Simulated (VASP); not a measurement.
Crystal: Pd.

```
CELL_PARAMETERS angstrom
0.00000 1.94650 1.94650
1.94650 0.00000 1.94650
1.94650 1.94650 0.00000
ATOMIC_POSITIONS crystal
Pd 0.00000 0.00000 0.00000
```

- Program: VASP 6.6.1
- Task: relaxation of cell and atoms
- Functional: LDA
- Potentials or basis: VASP PAW LDA potentials, release 64 (Pd)
- Cutoff: 600 eV
- k mesh: 20 × 20 × 20
- Occupations: fermi-dirac, width 0.1 eV
- Spin: no spin polarisation

At the start: pressure -7.9 GPa; volume 14.75 Å³/atom.

Problem. How do energy, volume and symmetry change on relaxing?

Solution. Over 3 steps the energy falls by 14.5 meV/atom and the volume is 14.20 Å³/atom (-3.8 %); space group Fm-3m (No. 225, to 0.1 Å) before and after.

Step by step:
```tsv
step	energy change (eV)	largest force (eV/Å)	pressure (GPa)	volume (Å³)
1	0.0000	0.0000	-7.92	14.75
2	0.0359	0.0000	18.56	13.25
3	-0.0145	0.0000	-0.18	14.20
```

Final structure:
```yaml
crystal:
  lattice:
    - [0.00000, 1.92184, 1.92184]
    - [1.92184, 0.00000, 1.92184]
    - [1.92184, 1.92184, 0.00000]
  atoms:
    - { symbol: Pd, position: [0.00000, 0.00000, 0.00000] }
```
